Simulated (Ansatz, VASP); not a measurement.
## Two plane-wave programs on BN

File POSCAR:

```
BN
1.0
    0.0000000000      1.8123816016      1.8123816016
    1.8123816016      0.0000000000      1.8123816016
    1.8123816016      1.8123816016      0.0000000000
B N
1 1
Direct
    0.5000000000      0.5000000000      0.5000000000
    0.2500000000      0.2500000000      0.2500000000
```

Contents of INCAR.step1:

```
PREC = Accurate ; ENCUT = 520
ISMEAR = 0 ; SIGMA = 0.02
LREAL = F ; LASPH = T
NELM = 100 ; NBANDS = 11
GGA = PE ; ALGO = Normal
EDIFF = 1E-4 ; LWAVE = T
LCHARG = F
```

INCAR.step2

```
PREC = Accurate ; ENCUT = 520
EDIFF = 1E-6 ; ISMEAR = 0
SIGMA = 0.02 ; LREAL = F
LASPH = T ; NELM = 100
ALGO = Normal ; ISIF = 2
LWAVE = F ; LCHARG = F
METAGGA = R2SCAN ; LMIXTAU = T
NBANDS = 11 ; ISTART = 1
```

The input KPOINTS:

```
regular mesh
0
Gamma
  12 12 12
```

Input for Ansatz:

```yaml
crystal:
  lattice:
    - [0.0, 1.8123816016, 1.8123816016]
    - [1.8123816016, 0.0, 1.8123816016]
    - [1.8123816016, 1.8123816016, 0.0]
  atoms:
    - { symbol: B, position: [0.5, 0.5, 0.5] }
    - { symbol: "N", position: [0.25, 0.25, 0.25] }
basis:
  ecutwfc: 500
kpoints:
  mp_grid: { grid: [12, 12, 12] }
  band_path:
    path:
      - [[0.0, 0.0, 0.0], [-0.5, -0.5, 0.0], [-0.375, -0.375, 0.25]]
      - [[-0.375, 0.0, 0.375], [0.0, 0.0, 0.0], [0.0, 0.0, 0.5], [-0.5, -0.25, 0.25], [-0.5, -0.5, 0.0]]
    npoints: 14
hamiltonian:
  xc: r2scan
scf:
  occupations: { method: gaussian, width: 0.02 }
  n_extra_bands: 6
output:
  forces: true
  stress: true
  eigenvalues: true
  populations: true
  dos: { projected: true, de: 0.02, nscf_kmesh: { grid: [18, 18, 18] } }
  bader: true
  write_density: true
  write_potential: true
  elf: true
  volumetric_format: npy
```

Alike in both runs: task single point; functional r2SCAN; k mesh 12 × 12 × 12; occupations gaussian, width 0.02 eV; no spin polarisation.

|  | VASP | Ansatz |
| --- | --- | --- |
| version | VASP 6.6.1 | Ansatz 0.2.0 |
| potentials or method | VASP PAW PBE potentials, release 64 (B, N), cutoff 520 eV | scalar-relativistic, plane waves, PAW |
| valence electrons in the cell | 8 | 8 |

Ansatz gave:

```
gap on the k mesh at the Fermi level (eV) : 4.99
least direct gap on the mesh (eV)         : 9.52
pressure (GPa)                            : -4.8
```

Problem. Estimate VASP's values.

Solution. gap on the k mesh at the Fermi level (eV): 4.97; least direct gap on the mesh (eV): 9.49; pressure (GPa): -3.7.

VASP's potentials were made for PBE, not for r2SCAN.
